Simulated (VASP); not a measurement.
# B: relaxation of cell and atoms with PBE

The system is B.

```
B
1.0
     2.74165    0.00000    0.00000
    -1.37083    2.37434    0.00000
     0.00000    0.00000   17.94306
B
16
Direct
  0.33333 0.66667 0.82798
  0.00000 0.00000 0.70339
  0.66667 0.33333 0.32795
  0.66667 0.33333 0.57840
  0.00000 0.00000 0.45315
  0.33333 0.66667 0.07841
  0.00000 0.00000 0.20310
  0.66667 0.33333 0.95311
  0.66667 0.33333 0.04689
  0.66667 0.33333 0.67205
  0.33333 0.66667 0.92159
  0.00000 0.00000 0.29661
  0.00000 0.00000 0.79690
  0.00000 0.00000 0.54685
  0.33333 0.66667 0.17202
  0.66667 0.33333 0.42160
```

- Program: VASP 6.6.1
- Task: relaxation of cell and atoms
- Functional: PBE
- Potentials or basis: VASP PAW PBE potentials, release 64 (B)
- Cutoff: 600 eV
- k mesh: 6 × 6 × 1
- Occupations: gaussian, width 0.1 eV
- Spin: no spin polarisation
- Dipole correction: no
- Further INCAR settings: LREAL = Auto; ALGO = Normal; EDIFF = 1e-07; IBRION = 2; EDIFFG = -0.04; NSW = 90; ISIF = 3

- Relaxed volume: 7.01 Å³/atom
- Relaxed cell: a = 2.840 Å, b = 2.840 Å, c = 16.068 Å, α = 90.00°, β = 90.00°, γ = 120.00°
- Space group after relaxing (to 0.05 Å): P-6m2 (No. 187)
- Energy gained by relaxing: 634.1 meV/atom
- Ionic steps: 65
- Pressure after relaxing: 0.0 GPa
- Largest force after relaxing: 0.023 eV/Å
- Band gap on the k mesh: zero (band 24 reaches 10.36 eV, above the bottom of band 25 at 4.95 eV)

Forces in eV/Å, atoms in the order of the input:
```
B    0.000  0.000  0.023
B    0.000  0.000  0.016
B    0.000  0.000  0.003
B    0.000  0.000  0.016
B    0.000  0.000  0.000
B    0.000  0.000 -0.012
B    0.000  0.000 -0.003
B    0.000  0.000 -0.021
B    0.000  0.000  0.021
B    0.000  0.000 -0.003
B    0.000  0.000  0.012
B    0.000  0.000 -0.016
B    0.000  0.000  0.003
B    0.000  0.000  0.000
B    0.000  0.000 -0.023
B    0.000  0.000 -0.016
```

Step by step:
```csv
step,energy change (eV),largest force (eV/Å),pressure (GPa),volume (Å³)
1,0.0000,0.3884,30.27,116.80
3,-1.4781,0.3142,-0.03,133.86
5,-1.4973,0.2910,-0.43,134.20
7,-1.6785,0.7260,0.51,134.04
9,-1.7180,1.2224,0.81,133.97
11,-1.7334,1.2624,0.78,133.98
13,-1.7962,1.4720,0.47,134.04
15,-1.9492,2.4955,-3.19,134.28
17,-2.2750,2.8173,-6.47,133.92
19,-1.4753,13.8519,-8.25,132.31
21,-2.9953,4.7228,-12.46,132.86
23,-3.3022,4.6186,-11.89,132.12
25,-3.9006,6.4682,-9.79,130.07
27,-5.5545,5.4667,12.43,119.90
29,-6.0702,4.4086,6.01,121.63
31,-6.6662,2.8276,1.98,122.89
33,-7.2484,1.7320,0.46,123.89
35,-7.7372,0.8985,-4.35,124.86
37,-7.9430,1.1652,1.02,120.97
39,-8.4979,1.8823,1.63,117.82
41,-8.9264,2.1949,3.13,112.85
43,-9.1152,1.6617,2.55,111.43
45,-9.6135,1.4247,0.91,112.12
47,-9.7583,1.3203,0.50,112.71
49,-9.8754,0.9852,-0.85,113.07
51,-9.9730,0.6741,0.01,112.88
53,-10.0631,0.6279,0.44,112.74
55,-10.1175,0.5186,-1.06,113.19
57,-10.1356,0.3221,-1.17,112.89
59,-10.1416,0.1377,-0.13,112.37
61,-10.1446,0.0702,0.27,112.05
63,-10.1453,0.0580,0.19,112.11
65,-10.1456,0.0232,-0.02,112.20
```

Final structure:
```yaml
crystal:
  lattice:
    - [2.83951, 0.00000, 0.00000]
    - [-1.41976, 2.45909, 0.00000]
    - [0.00000, 0.00000, 16.06800]
  atoms:
    - { symbol: B, position: [0.33333, 0.66667, 0.78276] }
    - { symbol: B, position: [0.00000, 0.00000, 0.71471] }
    - { symbol: B, position: [0.66667, 0.33333, 0.35002] }
    - { symbol: B, position: [0.66667, 0.33333, 0.55178] }
    - { symbol: B, position: [0.00000, 0.00000, 0.39299] }
    - { symbol: B, position: [0.33333, 0.66667, 0.11303] }
    - { symbol: B, position: [0.00000, 0.00000, 0.17925] }
    - { symbol: B, position: [0.66667, 0.33333, 0.94739] }
    - { symbol: B, position: [0.66667, 0.33333, 0.05261] }
    - { symbol: B, position: [0.66667, 0.33333, 0.64998] }
    - { symbol: B, position: [0.33333, 0.66667, 0.88697] }
    - { symbol: B, position: [0.00000, 0.00000, 0.28529] }
    - { symbol: B, position: [0.00000, 0.00000, 0.82075] }
    - { symbol: B, position: [0.00000, 0.00000, 0.60701] }
    - { symbol: B, position: [0.33333, 0.66667, 0.21724] }
    - { symbol: B, position: [0.66667, 0.33333, 0.44822] }
```

Levels at points of the mesh, in eV from the Fermi level:
```tsv
k point	band 20	band 21	band 22	band 23	band 24	band 25	band 26	band 27	band 28	band 29
(0.00, 0.00, 0.00)	-0.50	1.41	2.58	2.58	3.57	3.57	3.80	4.01	4.01	5.21
(0.50, 0.00, 0.00)	-3.56	-3.49	-3.23	-0.89	-0.35	-0.03	0.97	2.18	2.19	2.27
```

Run time: 30 min on 1 thread of Intel(R) Xeon(R) Platinum 8488C (Sapphire Rapids), with other jobs on the host, peak memory 0.26 GiB.

Caveat: the k points lie up to 0.43 Å⁻¹ apart in the final cell.
